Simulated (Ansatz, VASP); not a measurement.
## One calculation of Hf, two programs

Contents of INCAR:

```
SYSTEM = Hf
PREC     = Accurate       ! precision mode
ENCUT    = 520            ! plane-wave cutoff, eV
EDIFF    = 1E-7           ! SCF threshold, eV
ISMEAR   = -1             ! smearing method
SIGMA    = 0.03           ! smearing width, eV
LREAL    = .FALSE.        ! projectors in reciprocal space
LASPH    = .TRUE.         ! aspherical terms in the spheres
NELM     = 80             ! most SCF steps
ALGO     = Normal         ! electronic algorithm
ISIF     = 2              ! what is computed and relaxed
LWAVE    = .FALSE.        ! write WAVECAR
LCHARG   = .TRUE.         ! write CHGCAR
GGA      = PE             ! functional
LELF     = .TRUE.         ! ELF
LVHAR    = .TRUE.       
NBANDS   = 11             ! bands
```

The input KPOINTS:

```
regular mesh
0
G
  13 13 13
  0 0 0
```

The input POSCAR:

```
Hf
1.0
    0.0000000000      2.2051002222      2.2051002222
    2.2051002222      0.0000000000      2.2051002222
    2.2051002222      2.2051002222      0.0000000000
Hf
1
Direct
    0.0000000000      0.0000000000      0.0000000000
```

Input for Ansatz:

```yaml
crystal:
  lattice:
    - [0.0, 2.2051002222, 2.2051002222]
    - [2.2051002222, 0.0, 2.2051002222]
    - [2.2051002222, 2.2051002222, 0.0]
  atoms:
    - { symbol: Hf, position: [0.0, 0.0, 0.0] }
kpoints:
  mp_grid: { grid: [13, 13, 13] }
scf:
  occupations: { method: fermi_dirac, width: 0.03 }
hamiltonian:
  xc: pbe
  pseudopotentials: { kind: all_electron, lapw: { basis_error: 0.001 } }
output:
  forces: true
  stress: true
  eigenvalues: true
```

Change from the starting cell: volume scaled by 0.98.

Alike in both runs: task single point; functional PBE; k mesh 13 × 13 × 13; occupations fermi-dirac, width 0.03 eV; no spin polarisation.

|  | VASP | Ansatz |
| --- | --- | --- |
| version | VASP 6.6.1 | Ansatz 0.2.0 |
| potentials or method | VASP PAW PBE potentials, release 64 (Hf_pv), cutoff 520 eV | all-electron LAPW, scalar-relativistic |

|  | VASP | Ansatz | Ansatz less VASP |
| --- | --- | --- | --- |
| pressure (GPa) | 5.2 | 5.7 | +0.46 |

Ansatz ran all-electron here, and VASP with PAW potentials.

Neither program's run includes spin-orbit coupling.
